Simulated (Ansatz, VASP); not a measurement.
# Ge2H in VASP and in Ansatz

```
Ge H
1.0
     4.02269    0.00000    0.00000
    -2.01134    3.48375    0.00000
     0.00000    0.00000   17.68426
Ge H
2 1
Direct
  0.33333 0.66667 0.26488
  0.66667 0.33333 0.22619
  0.88889 0.11111 0.27563
```

Alike in both runs: task single point; functional PBE; dispersion D3(BJ); k mesh 9 × 9 × 1; occupations gaussian, width 0.1 eV; collinear spin.

|  | VASP | Ansatz |
| --- | --- | --- |
| version | VASP 6.6.1 | Ansatz 0.2.0 |
| potentials or method | VASP PAW PBE potentials, release 64 (Ge_d, H), cutoff 520 eV | scalar-relativistic, plane waves, PAW |
| valence electrons in the cell | 29 | 29 |

|  | VASP | Ansatz | Ansatz less VASP |
| --- | --- | --- | --- |
| gap on the k mesh at the Fermi level (eV) | none | none | - |
| rms of the force components (eV/Å) | 0.498 | 0.498 | +0.0002 |
| net moment per atom (μB) | 0.00 | 0.00 | 0.000 |

Atom by atom the forces differ by 0.002 eV/Å (rms over components). A gap of «none» marks a metal or a gap that the smearing closes. Ansatz's warnings: seeded moment not kept.
